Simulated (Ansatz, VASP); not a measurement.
## One calculation of NaCl, two programs

```
CELL_PARAMETERS angstrom
2.86000 0.00000 0.00000
0.00000 2.86000 0.00000
0.00000 0.00000 2.88860
ATOMIC_POSITIONS crystal
Na 0.00000 0.00000 0.00000
Cl 0.50000 0.50000 0.50000
```

Change from the starting cell: zz strain of +1 %, crystal datasets.

Alike in both runs: task electric field gradients; functional PBEsol; k mesh 8 × 8 × 8; occupations fermi-dirac, width 0.02 eV; no spin polarisation.

```csv
,VASP,Ansatz
version,VASP 6.6.1,Ansatz 0.2.0
potentials or method,"VASP PAW PBE potentials, release 64 (Na_pv, Cl), cutoff 520 eV","all-electron PAW with datasets made for the crystal, scalar-relativistic"
```

|  | VASP | Ansatz | Ansatz less VASP |
| --- | --- | --- | --- |
| gap on the k mesh at the Fermi level (eV) | 4.20 | 4.15 | -0.051 |
| pressure (GPa) | 57.7 | 57.1 | -0.58 |
| traceless stress, the component that is largest in VASP (GPa) | -1.64 | -1.65 | -0.007 |
| size of Vzz on the site where it differs most (V/Å²) | 5.5 | 5.7 | +0.13 |

VASP's potentials were made for PBE, not for PBEsol. Both programs put the cell under a high pressure, so it lies far from rest at this level. Ansatz ran all-electron here, and VASP with PAW potentials.
